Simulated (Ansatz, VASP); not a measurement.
WC: VASP beside Ansatz

File POSCAR:

```
WC
1.0
    0.0000000000      2.1926800000      2.1926800000
    2.1926800000      0.0000000000      2.1926800000
    2.1926800000      2.1926800000      0.0000000000
W C
1 1
Direct
   -0.0013144455      0.0005679941      0.0002362111
    0.5201188334      0.4913063116      0.4963845668
```

File INCAR.step1:

```
SYSTEM = WC
PREC = Accurate
ENCUT = 660
ISMEAR = -1
SIGMA = 0.1
LREAL = .False.
LASPH = .True.
NELM = 120
NBANDS = 16
GGA = PE
ALGO = Normal
EDIFF = 1E-5
LWAVE = .True.
LCHARG = .False.
GGA_COMPAT = .False.
```

INCAR.step2

```
SYSTEM = WC
PREC = Accurate
ENCUT = 660
EDIFF = 1E-6
ISMEAR = -1
SIGMA = 0.1
LREAL = .False.
LASPH = .True.
NELM = 120
ALGO = Normal
ISIF = 2
LWAVE = .False.
LCHARG = .False.
METAGGA = R2SCAN
LMIXTAU = .True.
NBANDS = 16
ISTART = 1
GGA_COMPAT = .False.
```

KPOINTS

```
regular mesh
0
Gamma
  4 4 4
  0 0 0
```

Input for Ansatz:

```yaml
crystal:
  lattice:
    - [0.0, 2.19268, 2.19268]
    - [2.19268, 0.0, 2.19268]
    - [2.19268, 2.19268, 0.0]
  atoms:
    - { symbol: W, position: [-0.0013144455237293848, 0.000567994058174932, 0.00023621111748387618] }
    - { symbol: C, position: [0.5201188333935615, 0.49130631155469295, 0.4963845667834508] }
basis:
  ecutwfc: 612.25619053473
kpoints:
  mp_grid:
    grid: [4, 4, 4]
hamiltonian:
  xc: r2scan
scf:
  max_iter: 80
  occupations:
    method: fermi_dirac
    width: 0.1
output:
  forces: true
```

Alike in both runs: task single point; functional r2SCAN; k mesh 4 × 4 × 4; occupations fermi-dirac, width 0.1 eV; no spin polarisation.

|  | VASP | Ansatz |
| --- | --- | --- |
| version | VASP 6.6.1 | Ansatz 0.2.0 |
| potentials or method | VASP PAW PBE potentials, release 64 (W_sv, C), cutoff 660 eV | plane waves, PAW |
| valence electrons in the cell | 18 | 18 |

Ansatz gave:

* rms of the force components (eV/Å): 0.344

Problem. What did VASP give for the same quantities?

Solution. rms of the force components (eV/Å): 0.348.

VASP's potentials were made for PBE, not for r2SCAN. Atom by atom the forces differ by 0.004 eV/Å (rms over components). With one functional, cell and mesh, what is left measures potentials, basis and numerics.

The k mesh is coarse, so the values compare programs but aren't converged. Neither program's run includes spin-orbit coupling.
